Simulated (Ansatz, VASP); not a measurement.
As in VASP and in Ansatz

```
As
1.0
     1.89144    1.09202    3.36878
    -1.89144    1.09202    3.36878
     0.00000   -2.18405    3.36878
As
2
Direct
  0.23035 0.23035 0.23035
  0.76965 0.76965 0.76965
```

Alike in both runs: functional PBE; dispersion D3(BJ); k mesh 15 × 15 × 15; occupations gaussian, width 0.1 eV; no spin polarisation.

Ansatz relaxed the structure, and its values are those at the end. VASP's run is a single point on that final structure, the one shown.

|  | VASP | Ansatz |
| --- | --- | --- |
| version | VASP 6.6.1 | Ansatz 0.2.0 |
| potentials or method | VASP PAW PBE potentials, release 64 (As), cutoff 520 eV | scalar-relativistic, plane waves, PAW |
| valence electrons in the cell | 10 | 30 |

VASP gave:

```
gap on the k mesh at the Fermi level (eV) : none
pressure (GPa)                            : 0.3
rms of the force components (eV/Å)        : 0.029
```

Problem. Which values does Ansatz return?

Solution. gap on the k mesh at the Fermi level (eV): none; pressure (GPa): 0.0; rms of the force components (eV/Å): 0.000.

A gap of «none» marks a metal or a gap that the smearing closes. VASP's potentials hold 10 valence electrons a cell and Ansatz's 30, so a difference there can come from the potentials and not from the codes.
